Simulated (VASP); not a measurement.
Runs of VASP 6.6.1 on SnO (zincblende type). The structure is that of space group F-43m (No. 216), or close to it. The cells are those of the table. 

```tsv
task	level	potentials or basis	cell	gap on the mesh (eV)	pressure (GPa)
electric field gradients	PBE	VASP PAW PBE potentials, release 64 (Sn_d, O)	a = 3.897 Å, angles 60.0°, 2 atoms	none	(a)
electric field gradients	PBE	VASP PAW PBE potentials, release 64 (Sn_d, O)	a = 3.922 Å, angles 60.0°, 2 atoms	none	-2.1
single point	PBE	VASP PAW PBE potentials, release 64 (Sn_d, O)	a = 3.872 Å, angles 60.0°, 2 atoms	none	0.1
electric field gradients	PBEsol	VASP PAW PBE potentials, release 64 (Sn_d, O)	a = 3.872 Å, angles 60.0°, 2 atoms	none	-3.3
electric field gradients	PBE	VASP PAW PBE potentials, release 64 (Sn_d, O)	a = 3.819 Å, angles 60.0°, 2 atoms	none	2.7
single point	PBE	VASP PAW PBE potentials, release 64 (Sn_d, O)	a = 3.819 Å, angles 60.0°, 2 atoms	none	2.7
single point	PBEsol	VASP PAW PBE potentials, release 64 (Sn_d, O)	a = 3.872 Å, angles 60.0°, 2 atoms	none	-3.3
single point	LDA	VASP PAW LDA potentials, release 64 (Sn_d, O)	a = 3.872 Å, angles 60.0°, 2 atoms	none	-5.2
electric field gradients	PBE	VASP PAW PBE potentials, release 64 (Sn_d, O)	a = 3.872 Å, angles 60.0°, 2 atoms	none	0.1
```

Alike in all rows: no spin polarisation; k mesh 12 × 12 × 12; cutoff (eV) 520; smearing fermi-dirac 0.08 eV.

Question: Estimate the missing entries.

Answer: (a) -1.1.

Caveats: spin-orbit coupling is left out, which moves the levels of the heavy elements; the PAW data sets were made with another functional, which shifts forces and pressure a little (some runs).

A k mesh can miss the band edges, and the runs leave out spin-orbit coupling on Sn.

A gap of «none» marks levels without a gap at the run's occupations.
